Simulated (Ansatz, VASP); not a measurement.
# Two plane-wave programs on Al3BAs4

The input INCAR:

```
  ALGO = Normal
  EDIFF = 1E-7
  EDIFFG = -0.01
  ENCUT = 600
  GGA = PE
  IBRION = 2
  ISIF = 3
  ISMEAR = 0
  LASPH = T
  LCHARG = F
  LREAL = F
  LWAVE = F
  NELM = 100
  NSW = 100
  PREC = Accurate
  SIGMA = 0.02
```

KPOINTS

```
k-points
0
Gamma
  8 8 4
```

POSCAR

```
Al3BAs4
1.0
    3.8809408742      0.0000000000      0.0000000000
    0.0000000000      3.8809408742      0.0000000000
    0.0000000000      0.0000000000     11.1582947443
Al B As
3 1 4
Direct
    0.0000000000      0.0000000000      0.7349639274
    0.5000000000      0.5000000000      0.0000000000
    0.0000000000      0.0000000000      0.2650360726
    0.5000000000      0.5000000000      0.5000000000
    0.5000000000      0.0000000000      0.8673591121
    0.0000000000      0.5000000000      0.1326408879
    0.5000000000      0.0000000000      0.3993968753
    0.0000000000      0.5000000000      0.6006031247
```

Input for Ansatz:

```yaml
crystal:
  lattice:
    - [3.8809408742, 0.0, 0.0]
    - [0.0, 3.8809408742, 0.0]
    - [0.0, 0.0, 11.1582947443]
  atoms:
    - { symbol: Al, position: [0.0, 0.0, 0.7349639274] }
    - { symbol: Al, position: [0.5, 0.5, 0.0] }
    - { symbol: Al, position: [0.0, 0.0, 0.2650360726] }
    - { symbol: B, position: [0.5, 0.5, 0.5] }
    - { symbol: As, position: [0.5, 0.0, 0.8673591121] }
    - { symbol: As, position: [0.0, 0.5, 0.1326408879] }
    - { symbol: As, position: [0.5, 0.0, 0.3993968753] }
    - { symbol: As, position: [0.0, 0.5, 0.6006031247] }
basis:
  ecutwfc: 420
kpoints:
  mp_grid: { grid: [8, 8, 4] }
hamiltonian:
  xc: pbe
scf:
  occupations: { method: gaussian, width: 0.02 }
output:
  forces: true
  stress: true
  eigenvalues: true
  write_density: true
  write_potential: true
  elf: true
  volumetric_format: npy
relax:
  adjacent_minimum: "off"
  f_tol: 0.01
  max_steps: 80
  cell: { stress_tol: 0.05 }
```

Alike in both runs: task relaxation of cell and atoms; functional PBE; k mesh 8 × 8 × 4; occupations gaussian, width 0.02 eV; no spin polarisation.

|  | VASP | Ansatz |
| --- | --- | --- |
| version | VASP 6.6.1 | Ansatz 0.2.0 |
| potentials or method | VASP PAW PBE potentials, release 64 (Al, B, As), cutoff 600 eV | scalar-relativistic, plane waves, PAW |
| valence electrons in the cell | 32 | 72 |

|  | VASP | Ansatz | Ansatz less VASP |
| --- | --- | --- | --- |
| gap on the k mesh at the Fermi level, each at its own relaxed structure (eV) | 0.88 | 0.89 | +0.008 |
| relaxed volume (Å³/atom) | 21.02 | 20.98 | -0.048 |
| relaxed cell length with the largest relative difference (Å) | 11.265 | 11.255 | -0.0100 |

VASP's potentials hold 32 valence electrons a cell and Ansatz's 72, so a difference there can come from the potentials and not from the codes.
